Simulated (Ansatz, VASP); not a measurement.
# One calculation of Hg, two programs

```xyz
1
Lattice="0.0000 2.3169 2.3169 2.3169 0.0000 2.3169 2.3169 2.3169 0.0000" Properties=species:S:1:pos:R:3 pbc="T T T"
Hg    0.0000    0.0000    0.0000
```

Alike in both runs: functional PBE; dispersion D3(BJ); k mesh 16 × 16 × 16; occupations gaussian, width 0.1 eV; no spin polarisation.

Ansatz relaxed the structure, and its values are those at the end. VASP's run is a single point on that final structure, the one shown.

```csv
,VASP,Ansatz
version,VASP 6.6.1,Ansatz 0.2.0
potentials or method,"VASP PAW PBE potentials, release 64 (Hg), cutoff 520 eV","scalar-relativistic, plane waves, PAW"
valence electrons in the cell,12,20
```

Ansatz gave:

- gap on the k mesh at the Fermi level (eV): none
- pressure (GPa): 0.0

Task: Which values does VASP return?

Result: gap on the k mesh at the Fermi level (eV): none; pressure (GPa): 0.2.

A gap of «none» marks a metal or a gap that the smearing closes. VASP's potentials hold 12 valence electrons a cell and Ansatz's 20, so a difference there can come from the potentials and not from the codes.

Neither program's run includes spin-orbit coupling.
